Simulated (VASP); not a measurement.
Write the native input for VASP 6.6.1 that does the following.

```
Task                   : single point
Functional             : PBEsol
Potentials or basis    : VASP PAW PBE potentials, release 64 (Na_pv, H)
Cutoff                 : 520 eV
k mesh                 : 8 × 8 × 8
Occupations            : gaussian, width 0.01 eV
Spin                   : no spin polarisation
Dipole correction      : no
Further INCAR settings : ALGO = Normal; EDIFF = 1e-07; NBANDS = 11
```

The structure of NaH lies in POSCAR:

```
NaH
1.0
    2.3389701807      2.3389701807      0.0000000000
   -2.3389701807      2.3389701807      0.0000000000
    0.0000000000      2.3389701807      2.3389701807
Na H
1 1
Direct
    0.0000000000      0.0000000000      0.0000000000
    0.5000000000      0.5000000000      0.0000000000
```

One way to write it, as run:

INCAR

```
SYSTEM = NaH
PREC = Accurate
ENCUT = 520
EDIFF = 1E-7
ISMEAR = 0
SIGMA = 0.01
LREAL = .False.
LASPH = .True.
NELM = 100
ALGO = Normal
ISIF = 2
LWAVE = .False.
LCHARG = .True.
GGA = PS
LELF = .True.
LVHAR = .True.
NBANDS = 11
```

KPOINTS

```
Automatic mesh
0
Gamma
  8 8 8
  0 0 0
```

Potentials or basis: VASP PAW PBE potentials, release 64 (Na_pv, H).

Launch:

```bash
$ cat potpaw_PBE.64/Na_pv/POTCAR potpaw_PBE.64/H/POTCAR > POTCAR
$ mpirun -np 1 vasp_std > vasp.out
```

Results of the run:

The pressure is 2.0 GPa. The band gap on the k mesh is 3.72 eV, indirect (least direct gap 4.66 eV).

Caveat: the PAW data sets were made with another functional, which shifts forces and pressure a little.

Run time: 27 s on 1 thread of AMD EPYC 7R13, on a shared host, peak memory 0.12 GiB.
